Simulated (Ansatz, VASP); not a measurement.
# Two plane-wave programs on Y

INCAR

```
SYSTEM = Y
  PREC = Accurate
  ENCUT = 400
  EDIFF = 1E-6
  ISMEAR = 0
  SIGMA = 0.1
  LREAL = .False.
  LASPH = .True.
  NELM = 120
  ALGO = Normal
  ISIF = 2
  LWAVE = .False.
  LCHARG = .False.
  GGA = CA
  NBANDS = 18
  GGA_COMPAT = .False.
```

File KPOINTS:

```
regular mesh
0
Gamma
  10 10 6
  0 0 0
```

POSCAR

```
Y
1.0
   -4.1310000000      0.0000000000      0.0000000000
    2.0655000000     -5.0250000000      0.0000000000
    0.0000000000      0.0000000000      6.6200000000
Y
2
Direct
    0.9280000000      0.8560000000      0.2500000000
    0.0720000000      0.1440000000      0.7500000000
```

Input for Ansatz:

```yaml
crystal:
  lattice:
    - [-4.131, 0.0, 0.0]
    - [2.0655, -5.025, 0.0]
    - [0.0, 0.0, 6.62]
  atoms:
    - { symbol: "Y", position: [0.928, 0.856, 0.25] }
    - { symbol: "Y", position: [0.072, 0.144, 0.75] }
basis:
  ecutwfc: 420
  fft_grid_basis: typed
kpoints:
  mp_grid: { grid: [10, 10, 6] }
hamiltonian:
  xc: lda
  pseudopotentials: { kind: paw }
scf:
  occupations: { method: gaussian, width: 0.1 }
output:
  forces: true
  stress: true
  eigenvalues: true
  bader: true
  write_density: true
  volumetric_format: npy
```

Alike in both runs: task single point; functional LDA; k mesh 10 × 10 × 6; occupations gaussian, width 0.1 eV; no spin polarisation.

|  | VASP | Ansatz |
| --- | --- | --- |
| version | VASP 6.6.1 | Ansatz 0.2.0 |
| potentials or method | VASP PAW LDA potentials, release 64 (Y_sv), cutoff 400 eV | scalar-relativistic, plane waves, PAW |
| valence electrons in the cell | 22 | 22 |

VASP gave:

- gap on the k mesh at the Fermi level (eV): none
- rms of the force components (eV/Å): 0.008

Question: Which values does Ansatz return?

Answer: gap on the k mesh at the Fermi level (eV): none; rms of the force components (eV/Å): 0.007.

LDA's correlation is that of Perdew and Zunger in VASP and of Perdew and Wang (1992) in Ansatz. Atom by atom the forces differ by 0.001 eV/Å (rms over components). A gap of «none» marks a metal or a gap that the smearing closes.
